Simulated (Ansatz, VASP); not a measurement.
## Two plane-wave programs on Rb

```
Rb
1.0
     5.74000    0.00000    0.00000
     0.00000    4.64000    0.00000
     0.00000    0.00000   12.38000
Rb
4
Direct
  0.04700 0.25000 0.89300
  0.45300 0.75000 0.39300
  0.54700 0.25000 0.60700
  0.95300 0.75000 0.10700
```

Alike in both runs: task single point; functional PBE; k mesh 8 × 8 × 4; occupations gaussian, width 0.05 eV; no spin polarisation.

|  | VASP | Ansatz |
| --- | --- | --- |
| version | VASP 6.6.1 | Ansatz 0.2.0 |
| potentials or method | VASP PAW PBE potentials, release 64 (Rb_sv), cutoff 520 eV | scalar-relativistic, plane waves, PAW |
| valence electrons in the cell | 36 | 36 |

VASP gave:

* pressure (GPa): 1.1
* traceless stress, the component that is largest in VASP (GPa): -1.67
* rms of the force components (eV/Å): 0.444

Estimate Ansatz's values.

pressure (GPa): 1.1; traceless stress, the component that is largest in VASP (GPa): -1.67; rms of the force components (eV/Å): 0.443.

Atom by atom the forces differ by 0.001 eV/Å (rms over components). With one functional, cell and mesh, what is left measures potentials, basis and numerics.
